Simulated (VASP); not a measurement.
# Sb (Pm-3m) in VASP: settings compared

The runs below take Sb through single point, with PBE-based screened hybrid, PBEsol-based screened hybrid, B3LYP.

Program: VASP 6.6.1. These are calculated values, not measurements. Logs are shortened: lines on timing, memory, paths and dates and some standing lists are left out, and cuts for length are marked.

## 1. The cell of the first run

It takes space group Pm-3m (No. 221, cubic). Conventional cell: a = 3.057 Å, b = 3.057 Å, c = 3.057 Å, α = 90.00°, β = 90.00°, γ = 90.00°. Sb (site symmetry m-3m) has 6 Sb at 3.06 Å within 4.0 Å.

## 2. Single point, PBE-based screened hybrid

The input, POSCAR:

```
Sb
1.0
    3.0573972777      0.0000000000      0.0000000000
    0.0000000000      3.0573972777      0.0000000000
    0.0000000000      0.0000000000      3.0573972777
Sb
1
Direct
    0.0000000000      0.0000000000      0.0000000000
```

The input, INCAR.step1:

```
PREC = Accurate
ENCUT = 520
EDIFF = 1E-5
ISMEAR = -1
SIGMA = 0.05
LREAL = F
LASPH = T
NELM = 80
ALGO = Normal
ISIF = 2
LWAVE = T
NBANDS = 8
GGA = PE
```

The input, INCAR.step2:

```
PREC = Accurate
ENCUT = 520
EDIFF = 1E-7
ISMEAR = -1
SIGMA = 0.05
LREAL = F
LASPH = T
NELM = 80
ALGO = Normal
ISIF = 2
LWAVE = F
LCHARG = T
GGA = PE
LHFCALC = T
AEXX = 0.25
HFSCREEN = 0.3
PRECFOCK = Normal
LELF = T
LVHAR = T
NBANDS = 8
ISTART = 1
```

The input, KPOINTS:

```
regular mesh
0
Gamma
  4 4 4
```

Potentials or basis: VASP PAW PBE potentials, release 64 (Sb).

Started as:

```sh
cat potpaw_PBE.64/Sb/POTCAR > POTCAR
cp INCAR.step1 INCAR
mpirun -np 1 vasp_std > vasp.out
cp INCAR.step2 INCAR
mpirun -np 1 vasp_std > vasp.out
```

OUTCAR:

```text
PREC = Accurate
   ENCUT = 520
   EDIFF = 1E-7
   ISMEAR = -1
   LREAL = F
   LASPH = T
   NELM = 80
   ISIF = 2
   GGA = PE
   LHFCALC = T
   AEXX = 0.25
   HFSCREEN = 0.3
   PRECFOCK = Normal
   ISTART = 1

 ion  position               nearest neighbor table
   1  0.000  0.000  0.000-

  LATTYP: Found a simple cubic cell.
 ALAT       =     3.0573972777

  Lattice vectors:

 A1 = (   3.0573972777,   0.0000000000,   0.0000000000)
 A2 = (   0.0000000000,   3.0573972777,   0.0000000000)
 A3 = (   0.0000000000,   0.0000000000,   3.0573972777)

Analysis of symmetry for initial positions (statically):
=====================================================================
 Subroutine PRICEL returns:
 Original cell was already a primitive cell.

 Routine SETGRP: Setting up the symmetry group for a
 simple cubic supercell.

 Subroutine GETGRP returns: Found 48 space group operations
 (whereof 48 operations were pure point group operations)
 out of a pool of 48 trial point group operations.

The static configuration has the point symmetry O_h .

Analysis of symmetry for dynamics (positions and initial velocities):
=====================================================================
 Subroutine PRICEL returns:
 Original cell was already a primitive cell.

 Routine SETGRP: Setting up the symmetry group for a
 simple cubic supercell.

 Subroutine GETGRP returns: Found 48 space group operations
 (whereof 48 operations were pure point group operations)
 out of a pool of 48 trial point group operations.

The dynamic configuration has the point symmetry O_h .

 Subroutine INISYM returns: Found 48 space group operations
 (whereof 48 operations are pure point group operations),
 and found     1 'primitive' translations

----------------------------------------------------------------------------------------

                                     Primitive cell

  volume of cell :      28.5796

  direct lattice vectors                    reciprocal lattice vectors
     3.057397278  0.000000000  0.000000000     0.327075584  0.000000000  0.000000000
[... 72 lines left out ...]
   NSW    =      0    number of steps for IOM
   IBRION =     -1    ionic relax: 0-MD 1-quasi-New 2-CG
   NFREE  =      0    steps in history (QN), initial steepest desc. (CG)
   ISIF   =      2    stress and relaxation
   ISYM   =      3    0-nonsym 1-usesym 2-fastsym
   POTIM  = 0.5000    time-step for ionic-motion
   TEBEG  =    0.0;   TEEND  =   0.0 temperature during run
   PSTRESS=    0.0 pullay stress
   NELECT =       5.0000    total number of electrons
   NUPDOWN=      -1.0000    fix difference up-down
   EMIN   =  10.00;   EMAX   =-10.00  energy-range for DOS
   EFERMI =   0.00;   METHOD = LEGACY
   ISMEAR =    -1;   SIGMA  =   0.05  broadening in eV -4-tet -1-fermi 0-gaus
   EFERMI_NEDOS =   21; number of points for ismear=-14 and -15
   IALGO  =     38    algorithm
   IMIX   =      1    mixing-type and parameters
     AMIX     =   0.40;   BMIX     =  1.00
     AMIX_MAG =   1.60;   BMIX_MAG =  1.00
  volume/ion in A,a.u.               =      28.58       192.86
  Fermi-wavevector in a.u.,A,eV,Ry     =   0.915615  1.730262 11.406459  0.838351
  Thomas-Fermi vector in A             =   2.040377
   LORBIT       =      0    0 simple, 1 ext, 2 COOP (PROOUT), +10 PAW based schemes
   GGA     = PE    functional components
   LHFCALC =     T    Hartree Fock is set to
   PRECFOCK=normal    Normal, Fast or Accurate (Low or Medium for compatibility)
   ENCUT4O =  -1.0   cutoff for four orbital integrals eV
   NKREDX  =     1    reduce k-point grid by
   NKREDY  =     1    reduce k-point grid by
   NKREDZ  =     1    reduce k-point grid by
   AEXX    =    0.2500 exact exchange contribution
   HFSCREEN=    0.3000 screening length (either q_TF or 0.3 A-1)
   HFSCREENC=   0.3000 screening length for correlation (either q_TF or 0.3 A-1)
   ENCUTFOCK=  -1.0 apply spherical cutoff to Coloumb kernel
   IVDW    =     0    specifies the selected vdW correction
   LEPSILON=     F    determine dielectric tensor
   LRPA    =     F    only Hartree local field effects (RPA)
 non-spin polarized calculation
  energy-cutoff  :      520.00
  volume of cell :       28.58
 maximum number of plane-waves:       804
 NGX is ok and might be reduce to    24
  NGX = 18; NGY = 18; NGZ = 18

 number of electron       4.9999999 magnetization

 Free energy of the ion-electron system (eV)
  ---------------------------------------------------
  ext. energy  EPLUGINS =         0.00000000
  ---------------------------------------------------
  free energy    TOTEN  =        -4.42875470 eV

  energy without entropy =       -4.42004198  energy(sigma->0) =       -4.42439834

 E-fermi :   7.7079     XC(G=0):  -8.3265

 val. band max:        6.7948235445   @ k =   0.2500   0.2500   0.2500
 cond. band min:       7.7893677448   @ k =   0.5000   0.2500   0.0000
 fundamental gap:      0.9945442003
 Fermi energy:         7.7078621144

 k-point     1 :       0.0000    0.0000    0.0000
  band No.  band energies     occupation
      1      -6.4668      2.00000
      2      11.2351      0.00000
      3      11.2351      0.00000
      4      11.2351      0.00000
      5      14.7985      0.00000
      6      14.7985      0.00000
      7      16.6297      0.00000
      8      25.9481      0.00000
[... 89 lines left out ...]
 k-point    10 :       0.5000    0.5000    0.5000
  band No.  band energies     occupation
      1       3.0889      2.00000
      2       5.5887      2.00000
      3       5.5887      2.00000
      4       5.5887      2.00000
      5      12.6545      0.00000
      6      12.6545      0.00000
      7      12.6545      0.00000
      8      14.9312      0.00000

------------------------ aborting loop because EDIFF is reached ----------------------------------------

  FORCE on cell =-STRESS in cart. coord.  units (eV):
  Direction    XX          YY          ZZ          XY          YZ          ZX
  --------------------------------------------------------------------------------------
  -------------------------------------------------------------------------------------
  Total       -0.1869309     -0.1869309     -0.1869309     -0.0000000     -0.0000000      0.0000000
  in kB      -10.4793908    -10.4793908    -10.4793908     -0.0000000     -0.0000000      0.0000000
  external PRESSURE =     -10.4793908 kB  Pullay stress =       0.0000000 kB

 VOLUME and BASIS-vectors are now :
 -----------------------------------------------------------------------------
  energy-cutoff  :      520.00
  volume of cell :       28.58
      direct lattice vectors                 reciprocal lattice vectors
     3.057397278  0.000000000  0.000000000     0.327075584  0.000000000  0.000000000
     0.000000000  3.057397278  0.000000000     0.000000000  0.327075584  0.000000000
     0.000000000  0.000000000  3.057397278     0.000000000  0.000000000  0.327075584

 POSITION                                       TOTAL-FORCE (eV/Angst)
 -----------------------------------------------------------------------------------
      0.00000      0.00000      0.00000         0.000000      0.000000      0.000000
 -----------------------------------------------------------------------------------
    total drift:                                0.000000      0.000000      0.000000

  FREE ENERGIE OF THE ION-ELECTRON SYSTEM (eV)
  ---------------------------------------------------
  free  energy   TOTEN  =        -4.4287547022 eV

  energy  without entropy=       -4.4200419820  energy(sigma->0) =       -4.42439834
```

OUTCAR.step1:

```text
PREC = Accurate
   ENCUT = 520
   EDIFF = 1E-5
   ISMEAR = -1
   LREAL = F
[... 309 lines left out ...]

 POSITION                                       TOTAL-FORCE (eV/Angst)
 -----------------------------------------------------------------------------------
      0.00000      0.00000      0.00000         0.000000      0.000000      0.000000
 -----------------------------------------------------------------------------------
    total drift:                                0.000000      0.000000      0.000000

  FREE ENERGIE OF THE ION-ELECTRON SYSTEM (eV)
  ---------------------------------------------------
  free  energy   TOTEN  =        -3.7076442956 eV

  energy  without entropy=       -3.6980347956  energy(sigma->0) =       -3.70283955
```

Run time: 79 s. Hardware: 1 thread of Intel Xeon Platinum 8259CL at 2.50GHz (Skylake/Cascade Lake), shared host; peak memory 0.24 GiB.

Results:

```yaml
Free_energy: -4.4288 eV
Pressure: -1.0 GPa
```

Levels at points of the mesh, in eV from the Fermi level:
```
           k point  band 1  band 2  band 3  band 4  band 5  band 6
(0.00, 0.00, 0.00)  -14.17    3.53    3.53    3.53    7.09    7.09
(0.50, 0.00, 0.00)  -11.31   -6.71    5.90    5.90    9.34   11.26
(0.50, 0.50, 0.00)   -8.18   -4.35   -4.35    2.08    8.31   13.61
(0.50, 0.50, 0.50)   -4.62   -2.12   -2.12   -2.12    4.95    4.95
```

Caveat: the k points lie up to 0.51 Å⁻¹ apart; the PAW data sets were made with another functional, which shifts forces and pressure a little; spin-orbit coupling is left out, which moves the levels of the heavy elements.

## 3. Single point, PBEsol-based screened hybrid

This run uses another cell than the first one, of 27.69 Å³/atom, 0.969 times its volume.

The input, POSCAR:

```
Sb
1.0
    3.0253660593      0.0000000000      0.0000000000
    0.0000000000      3.0253660593      0.0000000000
    0.0000000000      0.0000000000      3.0253660593
Sb
1
Direct
    0.0000000000      0.0000000000      0.0000000000
```

The input, INCAR.step1:

```
SYSTEM = Sb
  PREC = Accurate
  ENCUT = 520
  EDIFF = 1E-5
  ISMEAR = -1
  SIGMA = 0.05
  LREAL = .FALSE.
  LASPH = .TRUE.
  NELM = 80
  ALGO = Normal
  ISIF = 2
  LWAVE = .TRUE.
  NBANDS = 8
  GGA = PE
```

The input, INCAR.step2:

```
SYSTEM = Sb
  PREC = Accurate
  ENCUT = 520
  EDIFF = 1E-6
  ISMEAR = -1
  SIGMA = 0.05
  LREAL = .FALSE.
  LASPH = .TRUE.
  NELM = 80
  ALGO = Normal
  ISIF = 2
  LWAVE = .FALSE.
  LCHARG = .TRUE.
  GGA = PS
  LHFCALC = .TRUE.
  AEXX = 0.25
  HFSCREEN = 0.207
  PRECFOCK = Normal
  LELF = .TRUE.
  LVHAR = .TRUE.
  NBANDS = 8
  ISTART = 1
```

The input, KPOINTS:

```
Automatic mesh
0
G
  4 4 4
  0 0 0
```

Potentials or basis: VASP PAW PBE potentials, release 64 (Sb).

Started as:

```sh
cat potpaw_PBE.64/Sb/POTCAR > POTCAR
cp INCAR.step1 INCAR
mpirun -np 1 vasp_std > vasp.out
cp INCAR.step2 INCAR
mpirun -np 1 vasp_std > vasp.out
```

Wall time 47 s (1 thread of Intel Xeon Platinum 8259CL at 2.50GHz (Skylake/Cascade Lake), shared host); peak memory 0.24 GiB.

It converged, with:

| Property | Result |
| --- | --- |
| Free energy | -4.9158 eV |
| Pressure | -1.1 GPa |

Levels at points of the mesh, in eV from the Fermi level:
| k point | band 1 | band 2 | band 3 | band 4 | band 5 | band 6 | band 7 |
| --- | --- | --- | --- | --- | --- | --- | --- |
| (0.00, 0.00, 0.00) | -14.72 | 3.64 | 3.64 | 3.64 | 7.21 | 7.21 | 9.11 |
| (0.50, 0.00, 0.00) | -11.72 | -7.21 | 6.18 | 6.18 | 9.58 | 11.40 | 12.17 |
| (0.50, 0.50, 0.00) | -8.37 | -4.67 | -4.67 | 1.97 | 8.76 | 14.03 | 14.32 |
| (0.50, 0.50, 0.50) | -4.53 | -2.31 | -2.31 | -2.31 | 4.97 | 4.97 | 4.97 |

Caveat: the k points lie up to 0.52 Å⁻¹ apart; the PAW data sets were made with another functional, which shifts forces and pressure a little; spin-orbit coupling is left out, which moves the levels of the heavy elements.

## 4. Single point, B3LYP

This run uses another cell than the first one, of 30.52 Å³/atom, 1.068 times its volume.

The input, POSCAR:

```
Sb
1.0
    3.1251896767      0.0000000000      0.0000000000
    0.0000000000      3.1251896767      0.0000000000
    0.0000000000      0.0000000000      3.1251896767
Sb
1
Direct
    0.0000000000      0.0000000000      0.0000000000
```

The input, INCAR.step1:

```
SYSTEM = Sb
  ALGO = Normal
  EDIFF = 1E-5
  ENCUT = 520
  GGA = PE
  ISIF = 2
  ISMEAR = -1
  LASPH = .TRUE.
  LCHARG = .FALSE.
  LREAL = .FALSE.
  LWAVE = .TRUE.
  NBANDS = 8
  NELM = 60
  PREC = Accurate
  SIGMA = 0.05
```

The input, INCAR.step2:

```
SYSTEM = Sb
  AEXX = 0.2
  AGGAC = 0.81
  AGGAX = 0.72
  ALDAC = 0.19
  ALGO = Normal
  EDIFF = 1E-7
  ENCUT = 520
  GGA = B3
  ISIF = 2
  ISMEAR = -1
  ISTART = 1
  LASPH = .TRUE.
  LCHARG = .FALSE.
  LHFCALC = .TRUE.
  LREAL = .FALSE.
  LWAVE = .FALSE.
  NBANDS = 8
  NELM = 60
  PREC = Accurate
  PRECFOCK = Normal
  SIGMA = 0.05
```

The input, KPOINTS:

```
k-points
0
G
  4 4 4
  0 0 0
```

Started as:

```sh
cat potpaw_PBE.64/Sb/POTCAR > POTCAR
cp INCAR.step1 INCAR
mpirun -np 1 vasp_std > vasp.out
cp INCAR.step2 INCAR
mpirun -np 1 vasp_std > vasp.out
```

Wall time 59 s (1 thread of Intel Xeon Platinum 8259CL at 2.50GHz (Skylake/Cascade Lake), shared host); peak memory 0.14 GiB.

The run converged. Its results:

- Free energy: -4.1481 eV
- Pressure: -0.5 GPa

Levels at points of the mesh, in eV from the Fermi level:
| k point | band 1 | band 2 | band 3 | band 4 | band 5 |
| --- | --- | --- | --- | --- | --- |
| (0.00, 0.00, 0.00) | -14.04 | 3.45 | 3.45 | 3.45 | 7.38 |
| (0.50, 0.00, 0.00) | -11.53 | -6.61 | 5.56 | 5.56 | 9.46 |
| (0.50, 0.50, 0.00) | -8.77 | -4.44 | -4.44 | 2.84 | 7.64 |
| (0.50, 0.50, 0.50) | -5.67 | -2.44 | -2.44 | -2.44 | 5.46 |

Caveat: the k points lie up to 0.50 Å⁻¹ apart; the PAW data sets were made with another functional, which shifts forces and pressure a little; spin-orbit coupling is left out, which moves the levels of the heavy elements.

## 5. The runs side by side

```csv
level,cell,share of exact exchange,screening parameter,gap on the mesh (eV),pressure (GPa)
PBE-based screened hybrid,"a = 3.057 Å, 1 atom",0.25,0.3 1/Å,none,-1.0
PBEsol-based screened hybrid,"a = 3.025 Å, 1 atom",0.25,0.207 1/Å,none,-1.1
B3LYP,"a = 3.125 Å, 1 atom",-,-,none,-0.5
```

Alike in all rows: task single point; potentials or basis VASP PAW PBE potentials, release 64 (Sb); no spin polarisation; k mesh 4 × 4 × 4; cutoff (eV) 520; smearing fermi-dirac 0.05 eV.

Caveats: all runs use coarse meshes; the PAW data sets were made with another functional, which shifts forces and pressure a little; spin-orbit coupling is left out, which moves the levels of the heavy elements.

Absolute energies hang on the potentials; compare differences alone.
